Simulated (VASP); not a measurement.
Write the native input for VASP 6.6.1 that does the following.

* Task: single point
* Functional: PBE
* Potentials or basis: VASP PAW PBE potentials, release 64 (Ir, S)
* Cutoff: 520 eV
* k mesh: 6 × 6 × 6
* Occupations: gaussian, width 0.05 eV
* Spin: no spin polarisation
* Dipole correction: no
* Further INCAR settings: ALGO = Normal; EDIFF = 1e-06; NBANDS = 14

The structure of IrS lies in POSCAR:

```
IrS
1.0
    0.0000000000      2.4672067048      2.4672067048
    2.4672067048      0.0000000000      2.4672067048
    2.4672067048      2.4672067048      0.0000000000
Ir S
1 1
Direct
    0.5000000000      0.5000000000      0.5000000000
    0.0000000000      0.0000000000      0.0000000000
```

One way to write it, as run:

INCAR

```
SYSTEM = IrS
ALGO = Normal
EDIFF = 1E-6
ENCUT = 520
GGA = PE
ISIF = 2
ISMEAR = 0
LASPH = .TRUE.
LCHARG = .TRUE.
LELF = .TRUE.
LREAL = .FALSE.
LVHAR = .TRUE.
LWAVE = .FALSE.
NBANDS = 14
NELM = 80
PREC = Accurate
SIGMA = 0.05
```

KPOINTS

```
k-points
0
G
  6 6 6
  0 0 0
```

Potentials or basis: VASP PAW PBE potentials, release 64 (Ir, S).

Command:

```bash
$ cat potpaw_PBE.64/Ir/POTCAR potpaw_PBE.64/S/POTCAR > POTCAR
$ mpirun -np 1 vasp_std > vasp.out
```

Results of the run:

The pressure is 1.5 GPa and the band gap on the k mesh is zero (an odd number of electrons rules out a gap without spin polarisation).

Caveat: the k points lie up to 0.37 Å⁻¹ apart, too coarse for converged energies and pressures of a metal; spin-orbit coupling is left out, which moves the levels of the heavy elements.

Wall time 15 s on 1 thread of Intel Xeon 8259CL, with other jobs on the host, peak memory 0.16 GiB.
